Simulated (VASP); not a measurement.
Wanted: the native input for a VASP 6.6.1 run.

```
Task                   : single point
Functional             : PBEsol
Potentials or basis    : VASP PAW PBE potentials, release 64 (Yb, Ge_d)
Cutoff                 : 520 eV
k mesh                 : 10 × 10 × 8
Occupations            : gaussian, width 0.05 eV
Spin                   : no spin polarisation
Dipole correction      : no
Further INCAR settings : ALGO = Normal; EDIFF = 1e-06; NBANDS = 33
```

The structure of YbGe2 lies in POSCAR:

```
YbGe2
1.0
    4.2549409387      0.0000000000      0.0000000000
   -2.1274704693      3.6848869445      0.0000000000
    0.0000000000      0.0000000000      3.8167585889
Yb Ge
1 2
Direct
    0.0000000000      0.0000000000      0.0000000000
    0.3333333333      0.6666666667      0.5000000000
    0.6666666667      0.3333333333      0.5000000000
```

These files were run (other wordings do the same):

INCAR

```
SYSTEM = YbGe2
ALGO     = Normal         ! electronic algorithm
EDIFF    = 1E-6           ! SCF threshold, eV
ENCUT    = 520            ! plane-wave cutoff, eV
GGA      = PS             ! functional
ISIF     = 2              ! what is computed and relaxed
ISMEAR   = 0              ! smearing method
LASPH    = .True.         ! aspherical terms in the spheres
LCHARG   = .True.         ! write CHGCAR
LELF     = .True.         ! ELF
LREAL    = .False.        ! projectors in reciprocal space
LVHAR    = .True.       
LWAVE    = .False.        ! write WAVECAR
NBANDS   = 33             ! bands
NELM     = 60             ! most SCF steps
PREC     = Accurate       ! precision mode
SIGMA    = 0.05           ! smearing width, eV
```

KPOINTS

```
k-points
0
Gamma
  10 10 8
  0 0 0
```

Potentials or basis: VASP PAW PBE potentials, release 64 (Yb, Ge_d).

The run is started by

```console
$ cat potpaw_PBE.64/Yb/POTCAR potpaw_PBE.64/Ge_d/POTCAR > POTCAR
$ mpirun -np 1 vasp_std > vasp.out
```

It gave:

```yaml
Pressure: 0.8 GPa
Band_gap_on_the_k_mesh: zero (bands 26 and 27 overlap by 0.70 eV)
```

Caveat: the PAW data sets were made with another functional, which shifts forces and pressure a little; spin-orbit coupling is left out, which moves the levels of the heavy elements.

It took 3.3 min on 1 thread of Intel(R) Xeon(R) 6975P-C (Granite Rapids), on a shared host, peak memory 0.28 GiB.
